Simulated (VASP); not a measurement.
# Ag32Cl31 (a cell with a defect) in VASP: single point with PBEsol

Aim: the single point of Ag32Cl31 (a cell with a defect) with PBEsol.

Everything below comes from runs of VASP 6.6.1. Logs are shortened: lines on timing, memory, paths and dates and some standing lists are left out, and cuts for length are marked.

### 1 The cell of the first run

The cell holds a defect, 63 atoms: a = 10.895 Å, b = 10.895 Å, c = 10.895 Å, α = 90.00°, β = 90.00°, γ = 90.00°.

### 2 Single point, PBEsol

File INCAR:

```
PREC     = Accurate       # precision mode
ENCUT    = 400            # plane-wave cutoff, eV
EDIFF    = 1E-6           # SCF threshold, eV
ISMEAR   = -1             # smearing method
SIGMA    = 0.05           # smearing width, eV
LREAL    = Auto         
LASPH    = T              # aspherical terms in the spheres
NELM     = 120            # most SCF steps
ALGO     = Normal         # electronic algorithm
ISIF     = 2              # what is computed and relaxed
LWAVE    = F              # write WAVECAR
LCHARG   = F              # write CHGCAR
GGA      = PS             # functional
NELECT   = 568.0        
ISYM     = -1           
NBANDS   = 322            # bands
GGA_COMPAT= F
```

File KPOINTS:

```
explicit points
1
Reciprocal
  0.25000000   0.25000000   0.25000000 1
```

File POSCAR:

```
Ag32Cl31
1.0
   10.8954980000      0.0000000000      0.0000000000
    0.0000000000     10.8954980000      0.0000000000
    0.0000000000      0.0000000000     10.8954980000
Cl Ag
31 32
Direct
    0.2507880000      0.9992520000      0.9997320000
    0.2500920000      0.0000560000      0.5000180000
    0.2498000000      0.5008470000      0.0000270000
    0.7501050000      0.0009220000      0.9996230000
    0.7498420000      0.0004070000      0.5001170000
    0.7507710000      0.4992800000      0.0002970000
    0.7497690000      0.5006200000      0.4992850000
    0.0024250000      0.2514000000      0.0002050000
    0.0071930000      0.2565570000      0.4999410000
    0.0015240000      0.7485050000      0.9997490000
    0.0058570000      0.7443730000      0.4997930000
    0.4983050000      0.2521560000      0.0000800000
    0.4934390000      0.2567350000      0.4994050000
    0.4994360000      0.7480870000      0.9990240000
    0.4934660000      0.7436010000      0.4998660000
    0.0016790000      0.0000920000      0.2510750000
    0.0014330000      0.0003540000      0.7486840000
    0.0079630000      0.5002100000      0.2576830000
    0.0066050000      0.4995880000      0.7432340000
    0.4988940000      0.0003680000      0.2511900000
    0.4988040000      0.9999250000      0.7484430000
    0.4938690000      0.5010280000      0.2561070000
    0.4931280000      0.4997650000      0.7426470000
    0.2504130000      0.2569460000      0.2566750000
    0.2507120000      0.2558640000      0.7439550000
    0.2504910000      0.7443480000      0.2560250000
    0.2494870000      0.7427390000      0.7420550000
    0.7504040000      0.2516970000      0.2516300000
    0.7501380000      0.2523910000      0.7480330000
    0.7503710000      0.7489450000      0.2508690000
    0.7501340000      0.7483260000      0.7487360000
    0.0002210000      0.9999290000      0.9999460000
    0.0003900000      0.0002030000      0.4998950000
    0.0006310000      0.4999520000      0.0005710000
    0.0031040000      0.5006220000      0.5006750000
    0.5007700000      0.0000210000      0.9997640000
    0.4994360000      0.0003990000      0.4997950000
    0.4998300000      0.5001240000      0.9993500000
    0.4959040000      0.5000170000      0.4991800000
    0.2503310000      0.2505380000      0.0002940000
    0.2503900000      0.2537640000      0.5005220000
    0.2505250000      0.7496310000      0.9990210000
    0.2495600000      0.7464820000      0.4987450000
    0.7504650000      0.2496480000      0.9998100000
    0.7502200000      0.2510410000      0.4998650000
    0.7504520000      0.7504910000      0.9998810000
    0.7495770000      0.7501410000      0.4997480000
    0.2502270000      0.0008090000      0.2503620000
    0.2500830000      0.9993370000      0.7493720000
    0.2511570000      0.5007810000      0.2539330000
    0.2497620000      0.4990640000      0.7464850000
    0.7503860000      0.0003860000      0.2495710000
    0.7500710000      0.0002650000      0.7502050000
    0.7509560000      0.5003100000      0.2501850000
    0.7498920000      0.5005250000      0.7493060000
    0.9996000000      0.2494510000      0.2494180000
    0.9995480000      0.2490840000      0.7508970000
    0.9996050000      0.7508300000      0.2488040000
    0.9990070000      0.7508580000      0.7506450000
    0.5012650000      0.2499180000      0.2488080000
    0.5014170000      0.2489570000      0.7506050000
    0.5012940000      0.7517280000      0.2486310000
    0.5003640000      0.7505880000      0.7501090000
```

Potentials or basis: VASP PAW PBE potentials, release 64 (Cl, Ag).

The run is started by

```sh
> cat potpaw_PBE.64/Cl/POTCAR potpaw_PBE.64/Ag/POTCAR > POTCAR
> mpirun -np 1 vasp_std > vasp.out
```

OUTCAR:

```text
PREC = Accurate
   ENCUT = 400
   EDIFF = 1E-6
   ISMEAR = -1
   LREAL = Auto
   LASPH = T
   NELM = 120
   ISIF = 2
   GGA = PS
   NELECT = 568.0
   ISYM = -1

 ion  position               nearest neighbor table
   1  0.251  0.999  1.000-  42 2.72  36 2.72  49 2.73  32 2.73  48 2.73  40 2.74
   2  0.250  0.000  0.500-  37 2.72  49 2.72  48 2.72  33 2.72  43 2.76  41 2.76
   3  0.250  0.501  0.000-  42 2.71  34 2.71  38 2.72  40 2.73  51 2.76  50 2.77
   4  0.750  0.001  1.000-  44 2.71  36 2.72  53 2.72  52 2.72  32 2.73  46 2.73
   5  0.750  0.000  0.500-  53 2.72  47 2.73  37 2.73  52 2.73  33 2.73  45 2.73
   6  0.751  0.499  0.000-  44 2.72  34 2.72  54 2.72  38 2.73  55 2.73  46 2.74
[... 43 lines left out ...]
  50  0.251  0.501  0.254-  22 2.64  18 2.65  26 2.65  24 2.66   3 2.77
  51  0.250  0.499  0.746-  19 2.65  25 2.65  23 2.65  27 2.66   3 2.76
  52  0.750  0.000  0.250-   4 2.72   5 2.73  16 2.74  28 2.74  30 2.74  20 2.74
  53  0.750  0.000  0.750-   4 2.72   5 2.72  21 2.74  17 2.74  31 2.75  29 2.75
  54  0.751  0.500  0.250-  28 2.71  30 2.71   7 2.71   6 2.72  18 2.80  22 2.80
  55  0.750  0.501  0.749-  31 2.70  29 2.70   7 2.72   6 2.73  19 2.80  23 2.80
  56  1.000  0.249  0.249-  28 2.72   8 2.72  16 2.72   9 2.73  24 2.74  18 2.74
  57  1.000  0.249  0.751-  17 2.71   8 2.72  29 2.72  19 2.73   9 2.74  25 2.74
  58  1.000  0.751  0.249-  10 2.71  30 2.72  16 2.72  18 2.73  26 2.74  11 2.74
  59  0.999  0.751  0.751-  31 2.71  10 2.71  17 2.72  27 2.73  11 2.74  19 2.74
  60  0.501  0.250  0.249-  12 2.71  28 2.71  20 2.72  13 2.73  24 2.74  22 2.74
  61  0.501  0.249  0.751-  29 2.71  21 2.71  12 2.72  25 2.73  23 2.74  13 2.74
  62  0.501  0.752  0.249-  20 2.71  30 2.71  14 2.72  22 2.73  26 2.73  15 2.74
  63  0.500  0.751  0.750-  14 2.71  21 2.72  31 2.72  15 2.73  23 2.74  27 2.74

IMPORTANT INFORMATION: All symmetrisations will be switched off!
NOSYMM: (Re-)initialisation of all symmetry stuff for point group C_1.

----------------------------------------------------------------------------------------

                                     Primitive cell

  volume of cell :    1293.4250

  direct lattice vectors                    reciprocal lattice vectors
    10.895498000  0.000000000  0.000000000     0.091781027  0.000000000  0.000000000
     0.000000000 10.895498000  0.000000000     0.000000000  0.091781027  0.000000000
     0.000000000  0.000000000 10.895498000     0.000000000  0.000000000  0.091781027

  length of vectors
    10.895498000 10.895498000 10.895498000     0.091781027  0.091781027  0.091781027

  position of ions in fractional coordinates (direct lattice)
     0.250788000  0.999252000  0.999732000
     0.250092000  0.000056000  0.500018000
     0.249800000  0.500847000  0.000027000
     0.750105000  0.000922000  0.999623000
     0.749842000  0.000407000  0.500117000
     0.750771000  0.499280000  0.000297000
[... 55 lines left out ...]
     0.501294000  0.751728000  0.248631000
     0.500364000  0.750588000  0.750109000
[... 108 lines left out ...]
   NUPDOWN=      -1.0000    fix difference up-down
   EMIN   =  10.00;   EMAX   =-10.00  energy-range for DOS
   EFERMI =   0.00;   METHOD = LEGACY
   ISMEAR =    -1;   SIGMA  =   0.05  broadening in eV -4-tet -1-fermi 0-gaus
   EFERMI_NEDOS =   21; number of points for ismear=-14 and -15
   IALGO  =     38    algorithm
   IMIX   =      4    mixing-type and parameters
     AMIX     =   0.40;   BMIX     =  1.00
     AMIX_MAG =   1.60;   BMIX_MAG =  1.00
  volume/ion in A,a.u.               =      20.53       138.55
  Fermi-wavevector in a.u.,A,eV,Ry     =   1.244354  2.351488 21.067482  1.548416
  Thomas-Fermi vector in A             =   2.378624
   LORBIT       =      0    0 simple, 1 ext, 2 COOP (PROOUT), +10 PAW based schemes
   GGA     = PS    functional components
   LHFCALC =     F    Hartree Fock is set to
   AEXX    =    0.0000 exact exchange contribution
   IVDW    =     0    specifies the selected vdW correction
   LEPSILON=     F    determine dielectric tensor
   LRPA    =     F    only Hartree local field effects (RPA)
 non-spin polarized calculation
  energy-cutoff  :      400.00
  volume of cell :     1293.43
 maximum number of plane-waves:     23502
 NGX is ok and might be reduce to    72
   NGX = 35   NGY = 35   NGZ = 35

 number of electron     567.9999658 magnetization

 Free energy of the ion-electron system (eV)
  ---------------------------------------------------
  ext. energy  EPLUGINS =         0.00000000
  ---------------------------------------------------
  free energy    TOTEN  =      -194.74225778 eV

  energy without entropy =     -194.74225585  energy(sigma->0) =     -194.74225682

 E-fermi :   4.8307     XC(G=0): -10.4039

 val. band max:        4.0394279395   @ k =   0.2500   0.2500   0.2500
 cond. band min:       5.5479924981   @ k =   0.2500   0.2500   0.2500
 fundamental gap:      1.5085645586
 Fermi energy:         4.8306601823

 k-point     1 :       0.2500    0.2500    0.2500
  band No.  band energies     occupation
      1     -11.1493      2.00000
      2     -11.0002      2.00000
      3     -10.9995      2.00000
      4     -10.9976      2.00000
      5     -10.8860      2.00000
      6     -10.8807      2.00000
[... 288 lines left out ...]
    295       7.7419      0.00000
    296       7.9126      0.00000
 [bands above 296 left out]

------------------------ aborting loop because EDIFF is reached ----------------------------------------

  FORCE on cell =-STRESS in cart. coord.  units (eV):
  Direction    XX          YY          ZZ          XY          YZ          ZX
  --------------------------------------------------------------------------------------
  -------------------------------------------------------------------------------------
  Total      -16.4681609    -16.4372468    -16.4811661     -0.4257128     -0.4269675     -0.4238995
  in kB      -20.3992607    -20.3609672    -20.4153704     -0.5273343     -0.5288885     -0.5250881
  external PRESSURE =     -20.3918661 kB  Pullay stress =       0.0000000 kB

 VOLUME and BASIS-vectors are now :
 -----------------------------------------------------------------------------
  energy-cutoff  :      400.00
  volume of cell :     1293.43
      direct lattice vectors                 reciprocal lattice vectors
    10.895498000  0.000000000  0.000000000     0.091781027  0.000000000  0.000000000
     0.000000000 10.895498000  0.000000000     0.000000000  0.091781027  0.000000000
     0.000000000  0.000000000 10.895498000     0.000000000  0.000000000  0.091781027

 POSITION                                       TOTAL-FORCE (eV/Angst)
 -----------------------------------------------------------------------------------
      2.73246     10.88735     10.89258        -0.000446     -0.000776     -0.001288
      2.72488      0.00061      5.44795        -0.000064      0.001904     -0.000268
      2.72170      5.45698      0.00029        -0.000963      0.000379      0.000073
      8.17277      0.01005     10.89139        -0.000294     -0.000814     -0.000298
      8.16990      0.00443      5.44902         0.000361     -0.000664      0.000505
      8.18002      5.43990      0.00324         0.001004      0.000733     -0.000218
[... 55 lines left out ...]
      5.46185      8.19045      2.70896         0.000642     -0.001250     -0.001460
      5.45171      8.17803      8.17281         0.001925      0.001632      0.000354
 -----------------------------------------------------------------------------------
    total drift:                                0.010659      0.006708     -0.005517

  FREE ENERGIE OF THE ION-ELECTRON SYSTEM (eV)
  ---------------------------------------------------
  free  energy   TOTEN  =      -194.7422577813 eV

  energy  without entropy=     -194.7422558543  energy(sigma->0) =     -194.74225682
```

Run time: 8.8 min. Hardware: 1 thread of Intel Xeon Platinum 8259CL at 2.50GHz (Skylake/Cascade Lake), shared host; peak memory 0.81 GiB.

Results:

```yaml
Free_energy: -194.7423 eV
Largest_force: 0.018 eV/Å
```

Forces on the atoms (eV/Å):
```
Cl   0.000 -0.001 -0.001
Cl   0.000  0.002  0.000
Cl  -0.001  0.000  0.000
Cl   0.000 -0.001  0.000
Cl   0.000 -0.001  0.001
Cl   0.001  0.001  0.000
Cl  -0.001 -0.001  0.001
Cl   0.000  0.002 -0.001
Cl   0.004  0.002  0.002
Cl   0.000 -0.002 -0.001
Cl   0.004 -0.004 -0.001
Cl   0.000  0.001 -0.002
Cl  -0.004  0.005  0.001
Cl  -0.002 -0.001  0.002
Cl  -0.004 -0.004 -0.001
Cl   0.000  0.001  0.001
Cl   0.001 -0.002  0.000
Cl   0.005  0.001  0.005
Cl   0.004  0.001 -0.003
Cl  -0.001  0.000  0.000
Cl   0.000  0.001 -0.001
Cl  -0.005 -0.003  0.003
Cl  -0.004  0.001 -0.005
Cl   0.001  0.004  0.004
Cl  -0.003  0.005 -0.003
Cl  -0.002 -0.004  0.006
Cl   0.002 -0.005 -0.006
Cl   0.000  0.001  0.001
Cl   0.000  0.000 -0.001
Cl   0.000 -0.001  0.001
Cl  -0.001 -0.001 -0.001
Ag  -0.002  0.000  0.000
Ag   0.002  0.003 -0.001
Ag   0.003  0.000 -0.001
Ag   0.018  0.000  0.000
Ag   0.001  0.001  0.001
Ag  -0.001 -0.002 -0.001
Ag  -0.001  0.000  0.000
Ag  -0.013  0.000  0.002
Ag   0.001  0.002  0.001
Ag   0.001  0.014 -0.001
Ag   0.000 -0.002  0.000
Ag  -0.002 -0.015  0.003
Ag   0.000  0.000  0.000
Ag   0.002  0.001 -0.001
Ag   0.000  0.001 -0.002
Ag   0.000 -0.001  0.001
Ag   0.000  0.001  0.001
Ag   0.000 -0.001 -0.001
Ag  -0.001 -0.002  0.012
Ag   0.000  0.001 -0.015
Ag   0.000  0.000 -0.001
Ag   0.001  0.000  0.000
Ag  -0.001  0.002  0.001
Ag  -0.002 -0.001 -0.001
Ag   0.001 -0.001 -0.001
Ag  -0.003 -0.003  0.003
Ag  -0.002  0.004 -0.001
Ag  -0.001  0.002  0.002
Ag   0.002 -0.003 -0.001
Ag   0.000 -0.001  0.002
Ag   0.001 -0.001 -0.001
Ag   0.002  0.002  0.000
```

Caveat: the cell carries a net charge on a neutralising background, which shifts energy and pressure; the cell is charged against a uniform background, so pressure and absolute levels hang on convention; the PAW data sets were made with another functional, which shifts forces and pressure a little.
